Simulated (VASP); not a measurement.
CdSe:

```xyz
2
Lattice="0.0000 3.0703 3.0703 3.0703 0.0000 3.0703 3.0703 3.0703 0.0000" Properties=species:S:1:pos:R:3 pbc="T T T"
Cd    0.0000    0.0000    0.0000
Se    1.5351    1.5351    1.5351
```

* Program: VASP 6.6.1
* Task: relaxation of cell and atoms
* Functional: PBE exchange alone
* Potentials or basis: VASP PAW PBE potentials, release 64 (Cd, Se)
* Cutoff: 600 eV
* k mesh: 8 × 8 × 8
* Occupations: fermi-dirac, width 0.05 eV
* Spin: no spin polarisation

At the start: pressure 9.0 GPa; volume 28.94 Å³/atom.

Problem. How do energy, volume and symmetry change on relaxing?

Solution. Over 5 steps the energy falls by 151.3 meV/atom and the volume is 35.49 Å³/atom (+22.6 %); space group F-43m (No. 216, to 0.1 Å) before and after.

The path:
```csv
step,energy change (eV),largest force (eV/Å),pressure (GPa),volume (Å³)
1,0.0000,0.0000,9.05,57.88
2,-0.2990,0.0000,-0.60,72.68
3,-0.3025,0.0000,0.05,70.81
4,-0.3025,0.0000,-0.05,71.09
5,-0.3026,0.0000,-0.01,70.97
```

Final structure:
```cif
data_structure
_symmetry_space_group_name_H-M 'P 1'
_symmetry_Int_Tables_number 1
_cell_length_a 4.6473
_cell_length_b 4.6473
_cell_length_c 4.6473
_cell_angle_alpha 60.000
_cell_angle_beta 60.000
_cell_angle_gamma 60.000
_cell_volume 70.97
loop_
_atom_site_label
_atom_site_type_symbol
_atom_site_fract_x
_atom_site_fract_y
_atom_site_fract_z
_atom_site_occupancy
Cd1 Cd 0.00000 0.00000 0.00000 1
Se1 Se 0.25000 0.25000 0.25000 1
```

Caveat: the volume moved by over 15 % at a fixed basis, so the end points are rough.
